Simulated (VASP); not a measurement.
# PbSe (Cm) in VASP: single point with PBE

Aim: the single point of PbSe with PBE.

Program: VASP 6.6.1. These are calculated values, not measurements. Logs are shortened: lines on timing, memory, paths and dates and some standing lists are left out, and cuts for length are marked.

## 1. The cell of the first run

The structure is monoclinic, space group Cm (No. 8). Conventional cell: a = 7.501 Å, b = 4.331 Å, c = 4.331 Å, α = 90.00°, β = 125.26°, γ = 90.00°. Pb (site symmetry m) has 6 Se at 2.96 to 3.16 Å within 3.9 Å. Se (site symmetry m) has 6 Pb at 2.96 to 3.16 Å within 3.9 Å.

## 2. Single point, PBE (atom 2 (Se) moved by (-0.100, -0.100) A along [1 1 0] and z)

INCAR

```
SYSTEM = PbSe
  ALGO = Normal
  EDIFF = 1E-6
  ENCUT = 520
  GGA = PE
  ISIF = 2
  ISMEAR = 0
  LASPH = .True.
  LCHARG = .False.
  LREAL = .False.
  LWAVE = .False.
  NBANDS = 17
  NELM = 100
  PREC = Accurate
  SIGMA = 0.03
```

KPOINTS

```
k-points
0
Gamma
  10 10 10
  0 0 0
```

POSCAR

```
PbSe
1.0
    0.0000000000      3.0621500000      3.0621500000
    3.0621500000      0.0000000000      3.0621500000
    3.0621500000      3.0621500000      0.0000000000
Pb Se
1 1
Direct
    0.0000000000      0.0000000000      0.0000000000
    0.4836716033      0.4836716033      0.4932365566
```

Potentials or basis: VASP PAW PBE potentials, release 64 (Pb_d, Se).

Launch:

```bash
$ cat potpaw_PBE.64/Pb_d/POTCAR potpaw_PBE.64/Se/POTCAR > POTCAR
$ mpirun -np 1 vasp_std > vasp.out
```

OUTCAR:

```text
SYSTEM = PbSe
   EDIFF = 1E-6
   ENCUT = 520
   GGA = PE
   ISIF = 2
   ISMEAR = 0
   LASPH = .True.
   LREAL = .False.
   NELM = 100
   PREC = Accurate

 ion  position               nearest neighbor table
   1  0.000  0.000  0.000-   2 2.96   2 2.99   2 2.99   2 3.14   2 3.14   2 3.16
   2  0.484  0.484  0.493-   1 2.96   1 2.99   1 2.99   1 3.14   1 3.14   1 3.16

  LATTYP: Found a face centered cubic cell.
 ALAT       =     6.1243000000

  Lattice vectors:

 A1 = (   0.0000000000,   3.0621500000,   3.0621500000)
 A2 = (   3.0621500000,   0.0000000000,   3.0621500000)
 A3 = (   3.0621500000,   3.0621500000,   0.0000000000)

Analysis of symmetry for initial positions (statically):
=====================================================================
 Subroutine PRICEL returns:
 Original cell was already a primitive cell.

 Routine SETGRP: Setting up the symmetry group for a
 face centered cubic supercell.

 Subroutine GETGRP returns: Found  2 space group operations
 (whereof  2 operations were pure point group operations)
 out of a pool of 48 trial point group operations.

The static configuration has the point symmetry C_1h.

Analysis of symmetry for dynamics (positions and initial velocities):
=====================================================================
 Subroutine PRICEL returns:
 Original cell was already a primitive cell.

 Routine SETGRP: Setting up the symmetry group for a
 face centered cubic supercell.

 Subroutine GETGRP returns: Found  2 space group operations
 (whereof  2 operations were pure point group operations)
 out of a pool of 48 trial point group operations.

The dynamic configuration has the point symmetry C_1h.

 Subroutine INISYM returns: Found  2 space group operations
 (whereof  2 operations are pure point group operations),
 and found     1 'primitive' translations

----------------------------------------------------------------------------------------

                                     Primitive cell

  volume of cell :      57.4261

  direct lattice vectors                    reciprocal lattice vectors
     0.000000000  3.062150000  3.062150000    -0.163283967  0.163283967  0.163283967
     3.062150000  0.000000000  3.062150000     0.163283967 -0.163283967  0.163283967
     3.062150000  3.062150000  0.000000000     0.163283967  0.163283967 -0.163283967

  length of vectors
     4.330534060  4.330534060  4.330534060     0.282816127  0.282816127  0.282816127

  position of ions in fractional coordinates (direct lattice)
     0.000000000  0.000000000  0.000000000
     0.483671603  0.483671603  0.493236557

  ion indices of the primitive-cell ions
   primitive index   ion index
                 1           1
                 2           2

----------------------------------------------------------------------------------------

 KPOINTS: k-points

Automatic generation of k-mesh.
 Grid dimensions read from file:
 generate k-points for:   10   10   10

 Generating k-lattice:

  Cartesian coordinates                     Fractional coordinates (reciprocal lattice)
    -0.016328397  0.016328397  0.016328397     0.100000000  0.000000000  0.000000000
     0.016328397 -0.016328397  0.016328397     0.000000000  0.100000000  0.000000000
     0.016328397  0.016328397 -0.016328397     0.000000000  0.000000000  0.100000000

  Length of vectors
     0.028281613  0.028281613  0.028281613

  Shift w.r.t. Gamma in fractional coordinates (k-lattice)
     0.000000000  0.000000000  0.000000000

 Subroutine IBZKPT returns following result:
 ===========================================

 Found    282 irreducible k-points:

 Following reciprocal coordinates:
            Coordinates               Weight
  0.000000  0.000000  0.000000      1.000000
  0.100000  0.000000  0.000000      4.000000
  0.000000  0.000000  0.100000      2.000000
  0.100000  0.100000  0.100000      2.000000
  0.200000  0.000000  0.000000      4.000000
  0.000000  0.000000  0.200000      2.000000
[... 16 lines left out ...]
  0.200000  0.100000  0.200000      4.000000
  0.100000 -0.100000 -0.100000      4.000000
 [... further k-points ...]
   k-points           NKPTS =    282   k-points in BZ     NKDIM =    282   number of bands    NBANDS=     17
   number of dos      NEDOS =    301   number of ions     NIONS =      2
   total plane-waves  NPLWV =  32768
   dimension x,y,z NGX =    32 NGY =   32 NGZ =   32
   dimension x,y,z NGXF=    64 NGYF=   64 NGZF=   64
   ions per type =               1   1
   NGX,Y,Z   is equivalent  to a cutoff of  12.28, 12.28, 12.28 a.u.
   NGXF,Y,Z  is equivalent  to a cutoff of  24.57, 24.57, 24.57 a.u.
 SYSTEM =  PbSe
   PREC   = accura    normal or accurate (medium, high low for compatibility)
   ISTART =      0    job   : 0-new  1-cont  2-samecut
   ICHARG =      2    charge: 1-file 2-atom 10-const
   ISPIN  =      1    spin polarized calculation?
   LNONCOLLINEAR =      F non collinear calculations
   LSORBIT =      F    spin-orbit coupling
   LASPH  =      T    aspherical Exc in radial PAW
   ENCUT  =  520.0 eV  38.22 Ry    6.18 a.u.   8.05  8.05  8.05*2*pi/ulx,y,z
   NELM   =    100;   NELMIN=  2; NELMDL= -5     # of ELM steps
   EDIFF  = 0.1E-05   stopping-criterion for ELM
   LREAL  =      F    real-space projection
   EDIFFG = 0.1E-04   stopping-criterion for IOM
   NSW    =      0    number of steps for IOM
   IBRION =     -1    ionic relax: 0-MD 1-quasi-New 2-CG
   NFREE  =      0    steps in history (QN), initial steepest desc. (CG)
   ISIF   =      2    stress and relaxation
   ISYM   =      2    0-nonsym 1-usesym 2-fastsym
   POTIM  = 0.5000    time-step for ionic-motion
   TEBEG  =    0.0;   TEEND  =   0.0 temperature during run
   PSTRESS=    0.0 pullay stress
   NELECT =      20.0000    total number of electrons
   NUPDOWN=      -1.0000    fix difference up-down
   EMIN   =  10.00;   EMAX   =-10.00  energy-range for DOS
   EFERMI =   0.00;   METHOD = LEGACY
   ISMEAR =     0;   SIGMA  =   0.03  broadening in eV -4-tet -1-fermi 0-gaus
   EFERMI_NEDOS =   21; number of points for ismear=-14 and -15
   IALGO  =     38    algorithm
   IMIX   =      4    mixing-type and parameters
     AMIX     =   0.40;   BMIX     =  1.00
     AMIX_MAG =   1.60;   BMIX_MAG =  1.00
  volume/ion in A,a.u.               =      28.71       193.77
  Fermi-wavevector in a.u.,A,eV,Ry     =   1.151812  2.176610 18.050462  1.326672
  Thomas-Fermi vector in A             =   2.288467
   LORBIT       =      0    0 simple, 1 ext, 2 COOP (PROOUT), +10 PAW based schemes
   GGA     = PE    functional components
   LHFCALC =     F    Hartree Fock is set to
   AEXX    =    0.0000 exact exchange contribution
   IVDW    =     0    specifies the selected vdW correction
   LEPSILON=     F    determine dielectric tensor
   LRPA    =     F    only Hartree local field effects (RPA)
 non-spin polarized calculation
 Gauss-broadening in eV      SIGMA  =   0.03
  energy-cutoff  :      520.00
  volume of cell :       57.43
 maximum number of plane-waves:      1572
   NGX = 17   NGY = 17   NGZ = 17

 number of electron      19.9999999 magnetization

 Free energy of the ion-electron system (eV)
  ---------------------------------------------------
  ext. energy  EPLUGINS =         0.00000000
  ---------------------------------------------------
  free energy    TOTEN  =        -8.17123371 eV

  energy without entropy =       -8.17123371  energy(sigma->0) =       -8.17123371

 E-fermi :   5.1770     XC(G=0):  -9.5188

 val. band max:        5.0383261356   @ k =   0.0000   0.0000   0.5000
 cond. band min:       5.3892324949   @ k =   0.0000   0.0000   0.5000
 fundamental gap:      0.3509063593
 Fermi energy:         5.1770238880

 k-point     1 :       0.0000    0.0000    0.0000
  band No.  band energies     occupation
      1     -11.7730      2.00000
      2     -11.7708      2.00000
      3     -11.7706      2.00000
      4     -11.7693      2.00000
      5     -11.7692      2.00000
      6      -8.5538      2.00000
[... 9 lines left out ...]
     16      11.7276      0.00000
     17      13.2338      0.00000

 k-point     2 :       0.1000    0.0000    0.0000
  band No.  band energies     occupation
      1     -11.7735      2.00000
      2     -11.7723      2.00000
      3     -11.7703      2.00000
      4     -11.7684      2.00000
      5     -11.7670      2.00000
      6      -8.4772      2.00000
[... 9 lines left out ...]
     16      11.8954      0.00000
     17      14.0144      0.00000

 k-point     3 :       0.0000    0.0000    0.1000
  band No.  band energies     occupation
      1     -11.7734      2.00000
      2     -11.7723      2.00000
      3     -11.7703      2.00000
      4     -11.7686      2.00000
      5     -11.7669      2.00000
      6      -8.4769      2.00000
[... 9 lines left out ...]
     16      11.8904      0.00000
     17      14.0169      0.00000

 k-point     4 :       0.1000    0.1000    0.1000
  band No.  band energies     occupation
      1     -11.7727      2.00000
      2     -11.7718      2.00000
      3     -11.7717      2.00000
      4     -11.7676      2.00000
      5     -11.7675      2.00000
      6      -8.4786      2.00000
[... 9 lines left out ...]
     16      11.8383      0.00000
     17      13.9937      0.00000
[... 343 lines left out ...]
      1     -11.7853      2.00000
      2     -11.7737      2.00000
      3     -11.7709      2.00000
      4     -11.7625      2.00000
      5     -11.7575      2.00000
      6      -8.2767      2.00000
[... 9 lines left out ...]
     16      12.8749      0.00000
     17      14.6357      0.00000

 k-point    23 :       0.2000    0.1000    0.2000
  band No.  band energies     occupation
      1     -11.7843      2.00000
      2     -11.7737      2.00000
      3     -11.7704      2.00000
      4     -11.7626      2.00000
      5     -11.7584      2.00000
      6      -8.2816      2.00000
[... 9 lines left out ...]
     16      12.9003      0.00000
     17      14.6166      0.00000

 k-point    24 :       0.1000   -0.1000   -0.1000
  band No.  band energies     occupation
      1     -11.7853      2.00000
      2     -11.7728      2.00000
      3     -11.7709      2.00000
      4     -11.7631      2.00000
      5     -11.7577      2.00000
      6      -8.2776      2.00000
[... 9 lines left out ...]
     16      12.8647      0.00000
     17      14.6289      0.00000

 [... further k-points ...]

------------------------ aborting loop because EDIFF is reached ----------------------------------------

  FORCE on cell =-STRESS in cart. coord.  units (eV):
  Direction    XX          YY          ZZ          XY          YZ          ZX
  --------------------------------------------------------------------------------------
  -------------------------------------------------------------------------------------
  Total        0.9117084      0.9117084      0.9880727      0.0138976      0.0194861      0.0194861
  in kB       25.4364882     25.4364882     27.5670373      0.3877414      0.5436587      0.5436593
  external PRESSURE =      26.1466712 kB  Pullay stress =       0.0000000 kB

 VOLUME and BASIS-vectors are now :
 -----------------------------------------------------------------------------
  energy-cutoff  :      520.00
  volume of cell :       57.43
      direct lattice vectors                 reciprocal lattice vectors
     0.000000000  3.062150000  3.062150000    -0.163283967  0.163283967  0.163283967
     3.062150000  0.000000000  3.062150000     0.163283967 -0.163283967  0.163283967
     3.062150000  3.062150000  0.000000000     0.163283967  0.163283967 -0.163283967

 POSITION                                       TOTAL-FORCE (eV/Angst)
 -----------------------------------------------------------------------------------
      0.00000      0.00000      0.00000        -0.060391     -0.060391     -0.088259
      2.99144      2.99144      2.96215         0.060391      0.060391      0.088259
 -----------------------------------------------------------------------------------
    total drift:                                0.000020      0.000020      0.000022

  FREE ENERGIE OF THE ION-ELECTRON SYSTEM (eV)
  ---------------------------------------------------
  free  energy   TOTEN  =        -8.1712337066 eV

  energy  without entropy=       -8.1712337066  energy(sigma->0) =       -8.17123371
```

Wall time 62 s (1 thread of Intel Xeon 6975P-C (Granite Rapids), shared host); peak memory 0.39 GiB.

What came out:

```
Free energy            : -8.1712 eV
Pressure               : 2.6 GPa
Largest force          : 0.123 eV/Å
Band gap on the k mesh : 0.35 eV, direct
```

Forces in eV/Å, atoms in the order of the input:
```
Pb  -0.060 -0.060 -0.088
Se   0.060  0.060  0.088
```

Caveat: the cell differs from its parent crystal (atom 2 (Se) moved by (-0.100, -0.100) A along [1 1 0] and z); spin-orbit coupling is left out, which moves the levels of the heavy elements. A k mesh can miss the band edges.
